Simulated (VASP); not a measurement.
# Al (P2_1/m) in VASP: notebook

Al is run at these levels: PBE; tasks: single point.

Program: VASP 6.6.1. These are calculated values, not measurements. Logs are shortened: lines on timing, memory, paths and dates and some standing lists are left out, and cuts for length are marked.

## 1. The cell of the first run

Symmetry: P2_1/m, No. 11, monoclinic system. The conventional cell has a = 2.802 Å, b = 4.575 Å, c = 2.802 Å, α = 90.00°, β = 109.47°, γ = 90.00°. Al (site symmetry m) has 12 Al at 2.69 to 3.24 Å within 3.5 Å.

## 2. Single point, PBE (mode 1 frozen in at -0.447 Å and mode 5 at -0.123 Å (largest displacements))

INCAR

```
ALGO = Normal
EDIFF = 1E-7
ENCUT = 520
GGA = PE
ISIF = 2
ISMEAR = 0
LASPH = True
LCHARG = True
LELF = True
LREAL = False
LVHAR = True
LWAVE = False
NBANDS = 10
NELM = 100
PREC = Accurate
SIGMA = 0.15
```

KPOINTS

```
k-points
0
Gamma
  20 20 12
```

POSCAR

```
Al
1.0
   -1.6175102401      1.6175102401      1.6175102401
    1.6175102401     -1.6175102401      1.6175102401
    3.2350204801      3.2350204801      0.0000000000
Al
2
Direct
    0.0596833103     -0.1357261056      0.0000000000
    0.4403166897      0.6357261056      0.5000000000
```

Potentials or basis: VASP PAW PBE potentials, release 64 (Al).

Started as:

```bash
$ cat potpaw_PBE.64/Al/POTCAR > POTCAR
$ mpirun -np 1 vasp_std > vasp.out
```

OUTCAR:

```text
EDIFF = 1E-7
   ENCUT = 520
   GGA = PE
   ISIF = 2
   ISMEAR = 0
   LASPH = True
   LREAL = False
   NELM = 100
   PREC = Accurate

 ion  position               nearest neighbor table
   1  0.060  0.864  0.000-   2 2.69   2 2.69   2 2.81   2 2.81   2 3.08   2 3.08
   2  0.440  0.636  0.500-   1 2.69   1 2.69   1 2.81   1 2.81   1 3.08   1 3.08

  LATTYP: Found a base centered orthorhombic cell.
 ALAT       =     3.2350204802
 B/A-ratio  =     1.4142135624
 C/A-ratio  =     1.4142135623

  Lattice vectors:

 A1 = (  -1.6175102401,   1.6175102401,   1.6175102401)
 A2 = (   1.6175102401,  -1.6175102401,   1.6175102401)
 A3 = (   3.2350204801,   3.2350204801,   0.0000000000)

Analysis of symmetry for initial positions (statically):
=====================================================================
 Subroutine PRICEL returns:
 Original cell was already a primitive cell.

 Routine SETGRP: Setting up the symmetry group for a
 base centered orthorhombic supercell.

 Subroutine GETGRP returns: Found  4 space group operations
 (whereof  2 operations were pure point group operations)
 out of a pool of  8 trial point group operations.

The static configuration has the point symmetry C_1h.
 The point group associated with its full space group is C_2h.

Analysis of symmetry for dynamics (positions and initial velocities):
=====================================================================
 Subroutine PRICEL returns:
 Original cell was already a primitive cell.

 Routine SETGRP: Setting up the symmetry group for a
 base centered orthorhombic supercell.

 Subroutine GETGRP returns: Found  4 space group operations
 (whereof  2 operations were pure point group operations)
 out of a pool of  8 trial point group operations.

The dynamic configuration has the point symmetry C_1h.
 The point group associated with its full space group is C_2h.

 Subroutine INISYM returns: Found  4 space group operations
 (whereof  2 operations are pure point group operations),
 and found     1 'primitive' translations

----------------------------------------------------------------------------------------

                                     Primitive cell

  volume of cell :      33.8556

  direct lattice vectors                    reciprocal lattice vectors
    -1.617510240  1.617510240  1.617510240    -0.154558527  0.154558527  0.309117054
     1.617510240 -1.617510240  1.617510240     0.154558527 -0.154558527  0.309117054
     3.235020480  3.235020480  0.000000000     0.154558527  0.154558527  0.000000000
[... 86 lines left out ...]
   EDIFFG = 0.1E-05   stopping-criterion for IOM
   NSW    =      0    number of steps for IOM
   IBRION =     -1    ionic relax: 0-MD 1-quasi-New 2-CG
   NFREE  =      0    steps in history (QN), initial steepest desc. (CG)
   ISIF   =      2    stress and relaxation
   ISYM   =      2    0-nonsym 1-usesym 2-fastsym
   POTIM  = 0.5000    time-step for ionic-motion
   TEBEG  =    0.0;   TEEND  =   0.0 temperature during run
   PSTRESS=    0.0 pullay stress
   NELECT =       6.0000    total number of electrons
   NUPDOWN=      -1.0000    fix difference up-down
   EMIN   =  10.00;   EMAX   =-10.00  energy-range for DOS
   EFERMI =   0.00;   METHOD = LEGACY
   ISMEAR =     0;   SIGMA  =   0.15  broadening in eV -4-tet -1-fermi 0-gaus
   EFERMI_NEDOS =   21; number of points for ismear=-14 and -15
   IALGO  =     38    algorithm
   IMIX   =      4    mixing-type and parameters
     AMIX     =   0.40;   BMIX     =  1.00
     AMIX_MAG =   1.60;   BMIX_MAG =  1.00
  volume/ion in A,a.u.               =      16.93       114.23
  Fermi-wavevector in a.u.,A,eV,Ry     =   0.919563  1.737722 11.505037  0.845596
  Thomas-Fermi vector in A             =   2.044771
   LORBIT       =      0    0 simple, 1 ext, 2 COOP (PROOUT), +10 PAW based schemes
   GGA     = PE    functional components
   LHFCALC =     F    Hartree Fock is set to
   AEXX    =    0.0000 exact exchange contribution
   IVDW    =     0    specifies the selected vdW correction
   LEPSILON=     F    determine dielectric tensor
   LRPA    =     F    only Hartree local field effects (RPA)
 non-spin polarized calculation
 Gauss-broadening in eV      SIGMA  =   0.15
  energy-cutoff  :      520.00
  volume of cell :       33.86
 maximum number of plane-waves:       928
 NGX is ok and might be reduce to    24
   NGX = 11   NGY = 11   NGZ = 17

 number of electron       6.0000000 magnetization

 Free energy of the ion-electron system (eV)
  ---------------------------------------------------
  ext. energy  EPLUGINS =         0.00000000
  ---------------------------------------------------
  free energy    TOTEN  =        -7.30096403 eV

  energy without entropy =       -7.29106022  energy(sigma->0) =       -7.29601212

 E-fermi :   7.6583     XC(G=0): -10.0900

 val. band max:        7.6548087869   @ k =   0.4500   0.1500   0.0833
 cond. band min:       7.6594745374   @ k =   0.1500   0.3000  -0.0833
 fundamental gap:      0.0046657505
 Fermi energy:         7.6582729988

 k-point     1 :       0.0000    0.0000    0.0000
  band No.  band energies     occupation
      1      -3.2489      2.00000
      2       3.4324      2.00000
      3       3.8946      2.00000
      4      15.8267      0.00000
      5      15.9420      0.00000
      6      16.9549      0.00000
      7      17.9863      0.00000
      8      21.3991      0.00000
      9      21.8798      0.00000
     10      21.9158      0.00000
[... 287 lines left out ...]
 k-point    24 :       0.0500    0.1000    0.0000
  band No.  band energies     occupation
      1      -2.9150      2.00000
      2       3.7392      2.00000
      3       4.2246      2.00000
      4      12.4721      0.00000
      5      13.7646      0.00000
      6      18.6846      0.00000
      7      19.0003      0.00000
      8      20.0103      0.00000
      9      20.1223      0.00000
     10      20.4858      0.00000

 [... further k-points ...]
[... 5 lines left out ...]
  --------------------------------------------------------------------------------------
  -------------------------------------------------------------------------------------
  Total        0.8518249      0.8518249     -0.5695494      0.0092271      0.0380273     -0.0380273
  in kB       40.3115780     40.3115780    -26.9532338      0.4366624      1.7995973     -1.7995975
  external PRESSURE =      17.8899741 kB  Pullay stress =       0.0000000 kB

 VOLUME and BASIS-vectors are now :
 -----------------------------------------------------------------------------
  energy-cutoff  :      520.00
  volume of cell :       33.86
      direct lattice vectors                 reciprocal lattice vectors
    -1.617510240  1.617510240  1.617510240    -0.154558527  0.154558527  0.309117054
     1.617510240 -1.617510240  1.617510240     0.154558527 -0.154558527  0.309117054
     3.235020480  3.235020480  0.000000000     0.154558527  0.154558527  0.000000000

 POSITION                                       TOTAL-FORCE (eV/Angst)
 -----------------------------------------------------------------------------------
      1.30143     -1.30143      1.49451         0.193905     -0.193905      0.141631
      1.93359      1.30143      1.74051        -0.193905      0.193905     -0.141631
 -----------------------------------------------------------------------------------
    total drift:                                0.000000     -0.000000      0.000000

  FREE ENERGIE OF THE ION-ELECTRON SYSTEM (eV)
  ---------------------------------------------------
  free  energy   TOTEN  =        -7.3009640252 eV

  energy  without entropy=       -7.2910602203  energy(sigma->0) =       -7.29601212
```

OSZICAR:

```text
N       E                     dE             d eps       ncg     rms          rms(c)
DAV:   1    -0.621615561330E-01   -0.62162E-01   -0.22136E+03 28288   0.454E+02
DAV:   2    -0.718332822502E+01   -0.71212E+01   -0.68811E+01 36628   0.544E+01
DAV:   3    -0.734566325795E+01   -0.16234E+00   -0.16076E+00 37320   0.659E+00
DAV:   4    -0.734640457427E+01   -0.74132E-03   -0.74120E-03 34162   0.494E-01
DAV:   5    -0.734641095327E+01   -0.63790E-05   -0.63787E-05 34078   0.456E-02    0.183E+00
DAV:   6    -0.731939389026E+01    0.27017E-01   -0.45551E-03 32080   0.316E-01    0.106E+00
DAV:   7    -0.730107517937E+01    0.18319E-01   -0.11539E-02 30528   0.492E-01    0.163E-01
DAV:   8    -0.730097311695E+01    0.10206E-03   -0.31909E-04 34196   0.939E-02    0.188E-02
DAV:   9    -0.730096430571E+01    0.88112E-05   -0.14241E-05 33456   0.176E-02    0.130E-02
DAV:  10    -0.730096428681E+01    0.18898E-07   -0.10799E-06 35920   0.506E-03    0.415E-03
DAV:  11    -0.730096410207E+01    0.18475E-06   -0.25222E-08 17784   0.107E-03    0.693E-04
DAV:  12    -0.730096402522E+01    0.76843E-07   -0.20213E-09 16478   0.325E-04
   1 F= -.73009640E+01 E0= -.72960121E+01  d E =-.990380E-02
```

stdout:

```text
POSCAR found type information on POSCAR Al
 POSCAR found :  1 types and       2 ions
 scaLAPACK will be used
 LDA part: xc-table for (Slater+PW92), standard interpolation
 POSCAR, INCAR and KPOINTS ok, starting setup
 FFT: planning ... GRIDC
 FFT: planning ... GRID_SOFT
 FFT: planning ... GRID
 WAVECAR not read
 entering main loop
```

It took 3.6 min on 1 thread of AMD EPYC 9R45 (Zen 5), shared host; peak memory 0.44 GiB.

What came out:

```yaml
Free_energy: -7.3010 eV
Pressure: 1.8 GPa
Largest_force: 0.309 eV/Å
Band_gap_on_the_k_mesh: zero (band 3 reaches 12.57 eV, above the bottom of band 4 at 3.94 eV)
```

Forces on the atoms (eV/Å):
```
Al   0.194 -0.194  0.142
Al  -0.194  0.194 -0.142
```

Stress tensor (GPa, compression positive):
```
 4.03  0.04 -0.18
 0.04  4.03  0.18
-0.18  0.18 -2.70
```

Levels at points of the mesh, in eV from the Fermi level:
```
           k point  band 1  band 2  band 3  band 4  band 5  band 6  band 7
(0.00, 0.00, 0.00)  -10.91   -4.23   -3.76    8.17    8.28    9.30   10.33
(0.50, 0.00, 0.00)   -5.90   -5.50    0.25    1.17    1.19    1.42    7.34
(0.00, 0.50, 0.00)   -6.12   -5.27   -0.21    1.03    1.53    1.84    7.18
(0.50, 0.50, 0.00)   -4.16   -3.96    2.00    2.23    2.24    2.85    3.02
(0.00, 0.00, 0.50)   -9.15   -9.15    4.18    4.18    9.36    9.36   10.15
(0.50, 0.00, 0.50)   -4.27   -4.27   -3.71   -3.71    7.97    7.97    8.85
(0.00, 0.50, 0.50)   -4.42   -4.42   -3.57   -3.57    8.21    8.21    8.49
(0.50, 0.50, 0.50)   -2.92   -2.92   -1.66   -1.66    3.52    3.52    5.18
```

Caveat: the cell differs from its parent crystal (mode 1 frozen in at -0.447 Å and mode 5 at -0.123 Å (largest displacements)).

[end of part 1 of 2]
